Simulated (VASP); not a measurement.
Set up this calculation in VASP 6.6.1, as the native input.

| Quantity | Value |
| --- | --- |
| Task | single point |
| Functional | PBEsol |
| Potentials or basis | VASP PAW PBE potentials, release 64 (Si, Ti_sv) |
| Cutoff | 520 eV |
| k mesh | 2 × 2 × 2 |
| Occupations | fermi-dirac, width 0.05 eV |
| Spin | no spin polarisation |
| Dipole correction | no |
| Further INCAR settings | LREAL = Auto; ALGO = Normal; EDIFF = 1e-06; NBANDS = 52 |

The structure of TiSi16 (a cell with a defect) lies in POSCAR:

```
TiSi16
1.0
    0.0000000000      5.4300000000      5.4300000000
    5.4300000000      0.0000000000      5.4300000000
    5.4300000000      5.4300000000      0.0000000000
Si Ti
16 1
Direct
   -0.0832965009      0.0233885820      0.0611418048
    0.1684530387     -0.0195764273      0.2156353591
   -0.0162338858     -0.0435635359      0.5994935543
    0.1084622468      0.1588858195      0.6202486188
   -0.0452486188      0.3968324125      0.0479558011
    0.0280110497      0.6551012891      0.1225046041
    0.0082780847      0.5491068140      0.4978545120
    0.1283885820      0.5847421731      0.6854972376
    0.5430386740     -0.0363535912      0.0174953959
    0.5947790055      0.1847605893      0.2419981584
    0.5179189687     -0.0656537753      0.5130570902
    0.6183701657      0.1307090239      0.6127348066
    0.3474217311      0.5000184162      0.1699079190
    0.6399723757      0.6452394107     -0.0157182320
    0.5367127072      0.5205248619      0.4995672192
    0.6280018416      0.5834714549      0.7092173112
    0.4080847145      0.3298342541      0.8783793738
```

The input as run:

INCAR

```
ALGO = Normal ; EDIFF = 1E-6
ENCUT = 520 ; GGA = PS
ISIF = 2 ; ISMEAR = -1
LASPH = T ; LCHARG = F
LREAL = Auto ; LWAVE = F
NBANDS = 52 ; NELM = 80
PREC = Accurate ; SIGMA = 0.05
```

KPOINTS

```
k-points
0
Gamma
  2 2 2
```

Potentials or basis: VASP PAW PBE potentials, release 64 (Si, Ti_sv).

Launch:

```sh
$ cat potpaw_PBE.64/Si/POTCAR potpaw_PBE.64/Ti_sv/POTCAR > POTCAR
$ mpirun -np 1 vasp_std > vasp.out
```

Results of the run:

| Item | Value |
| --- | --- |
| Pressure | -0.4 GPa |
| Largest force | 3.821 eV/Å |
| Band gap on the k mesh | zero (band 38 reaches 6.62 eV, above the bottom of band 39 at 6.44 eV) |

Caveat: the k points lie up to 0.50 Å⁻¹ apart; the PAW data sets were made with another functional, which shifts forces and pressure a little.

It took 2.2 min on 1 thread of Intel(R) Xeon(R) 6975P-C (Granite Rapids), on a shared host, peak memory 0.49 GiB.
